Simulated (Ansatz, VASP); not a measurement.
# Al in VASP and in Ansatz

The input POSCAR:

```
Al
1.0
   -1.6150869704      1.6150869704      1.6150869704
    1.6150869704     -1.6150869704      1.6150869704
    1.6150869704      1.6150869704     -1.6150869704
Al
1
Direct
    0.0000000000      0.0000000000      0.0000000000
```

INCAR.step1

```
  ALGO = Normal
  EDIFF = 1E-4
  ENCUT = 520
  GGA = PE
  ISMEAR = 0
  LASPH = True
  LCHARG = False
  LREAL = False
  LWAVE = True
  NBANDS = 8
  NELM = 80
  PREC = Accurate
  SIGMA = 0.15
```

The input INCAR.step2:

```
  ALGO = Normal
  EDIFF = 1E-6
  ENCUT = 520
  ISIF = 2
  ISMEAR = 0
  ISTART = 1
  LASPH = True
  LCHARG = False
  LMIXTAU = True
  LREAL = False
  LWAVE = False
  METAGGA = R2SCAN
  NBANDS = 8
  NELM = 80
  PREC = Accurate
  SIGMA = 0.15
```

File KPOINTS:

```
k-points
0
Gamma
  20 20 20
```

Input for Ansatz:

```yaml
crystal:
  lattice:
    - [-1.6150869704, 1.6150869704, 1.6150869704]
    - [1.6150869704, -1.6150869704, 1.6150869704]
    - [1.6150869704, 1.6150869704, -1.6150869704]
  atoms:
    - { symbol: Al, position: [0.0, 0.0, 0.0] }
basis:
  ecutwfc: 500
kpoints:
  mp_grid: { grid: [20, 20, 20] }
hamiltonian:
  xc: r2scan
scf:
  occupations: { method: gaussian, width: 0.15 }
output:
  forces: true
  stress: true
  eigenvalues: true
```

Change from the starting cell: strain +0.015 along x and y, +0.015 along z, atoms carried along.

Alike in both runs: task single point; functional r2SCAN; k mesh 20 × 20 × 20; occupations gaussian, width 0.15 eV; no spin polarisation.

```csv
,VASP,Ansatz
version,VASP 6.6.1,Ansatz 0.2.0
potentials or method,"VASP PAW PBE potentials, release 64 (Al), cutoff 520 eV","scalar-relativistic, plane waves, PAW"
valence electrons in the cell,3,3
```

Ansatz gave:

| Property | Result |
| --- | --- |
| gap on the k mesh at the Fermi level (eV) | none |
| pressure (GPa) | -3.0 |

Which values does VASP return?

gap on the k mesh at the Fermi level (eV): none; pressure (GPa): -3.2.

VASP's potentials were made for PBE, not for r2SCAN. A gap of «none» marks a metal or a gap that the smearing closes.
